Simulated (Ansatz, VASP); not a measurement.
## One calculation of GaAs, two programs

```xyz
32
Lattice="-5.7460 -5.7460 5.7460 5.7460 5.7460 5.7460 -5.7460 5.7460 -5.7460" Properties=species:S:1:pos:R:3 pbc="T T T"
Ga    0.0000    2.8730    2.8730
Ga    0.0000    0.0000    5.7460
Ga    2.8730    2.8730    5.7460
Ga   -5.7460    2.8730    2.8730
Ga   -2.8730    5.7460    2.8730
Ga   -5.7460    2.8730   -2.8730
Ga    0.0000    5.7460    0.0000
Ga   -2.8730    2.8730    5.7460
Ga   -5.7460    0.0000    0.0000
Ga   -2.8730    2.8730    0.0000
Ga    2.8730    5.7460    2.8730
Ga   -5.7460   -2.8730    2.8730
Ga   -2.8730    0.0000    2.8730
Ga    0.0000    0.0000    0.0000
Ga   -2.8730   -2.8730    5.7460
Ga   -2.8730    5.7460   -2.8730
As    1.4365    1.4365    1.4365
As   -4.3095    4.3095   -1.4365
As   -1.4365    7.1825   -1.4365
As   -4.3095    1.4365    1.4365
As   -1.4365    4.3095    1.4365
As    1.4365    7.1825    1.4365
As   -4.3095   -1.4365    4.3095
As   -1.4365    1.4365    4.3095
As    1.4365    4.3095    4.3095
As   -1.4365    1.4365   -1.4365
As   -1.4365   -1.4365    7.1825
As    1.4365    1.4365    7.1825
As   -1.4365   -1.4365    1.4365
As   -4.3095    4.3095    4.3095
As   -7.1825    1.4365   -1.4365
As   -7.1825   -1.4365    1.4365
```

Alike in both runs: task single point; functional PBE; k mesh 3 × 3 × 3; occupations gaussian, width 0.05 eV; no spin polarisation.

|  | VASP | Ansatz |
| --- | --- | --- |
| version | VASP 6.6.1 | Ansatz 0.2.0 |
| potentials or method | VASP PAW PBE potentials, release 64 (Ga_d, As), cutoff 520 eV | scalar-relativistic, plane waves, PAW |
| valence electrons in the cell | 288 | 448 |

Ansatz gave:

* gap on the k mesh at the Fermi level (eV): 0.16
* least direct gap on the mesh (eV): 0.16
* pressure (GPa): 0.0

What did VASP give for the same quantities?

gap on the k mesh at the Fermi level (eV): 0.16; least direct gap on the mesh (eV): 0.16; pressure (GPa): 0.2.

VASP's potentials hold 288 valence electrons a cell and Ansatz's 448, so a difference there can come from the potentials and not from the codes.
